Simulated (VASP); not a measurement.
Input of a VASP 6.6.1 run:

File INCAR:

```
ALGO = Normal ; EDIFF = 1E-7
EDIFFG = -0.005 ; ENCUT = 600
GGA = RP ; IBRION = 2
ISIF = 3 ; ISMEAR = -1
IVDW = 12 ; LASPH = T
LCHARG = F ; LREAL = F
LWAVE = F ; NELM = 60
NSW = 80 ; PREC = Accurate
SIGMA = 0.05
```

KPOINTS

```
k-points
0
Gamma
  11 11 11
```

Contents of POSCAR:

```
MgO
1.0
    0.0000000000      2.0970013927      2.0970013927
    2.0970013927      0.0000000000      2.0970013927
    2.0970013927      2.0970013927      0.0000000000
Mg O
1 1
Direct
    0.0000000000      0.0000000000      0.0000000000
    0.5000000000      0.5000000000      0.5000000000
```

Potentials or basis: VASP PAW PBE potentials, release 64 (Mg, O).

Launch:

```bash
$ cat potpaw_PBE.64/Mg/POTCAR potpaw_PBE.64/O/POTCAR > POTCAR
$ mpirun -np 1 vasp_std > vasp.out
```

**Question.** Estimate the relaxed volume.

**Answer.** 8.42 Å³/atom.

**Question.** Predict the space group after relaxing (to 0.05 Å).

**Answer.** Fm-3m (No. 225).

**Question.** What does it give for the band gap on the k mesh?

**Answer.** 5.91 eV, direct.

**Question.** What does it give for the dispersion energy per atom?

**Answer.** -1.462 eV.

The path:
```
step  energy change (eV)  largest force (eV/Å)  pressure (GPa)  volume (Å³)
   1              0.0000                0.0000          -15.89        18.44
   2             -0.0641                0.0000           10.20        16.11
   3             -0.0863                0.0000           -0.01        16.84
```

Caveat: the PAW data sets were made with another functional, which shifts forces and pressure a little.
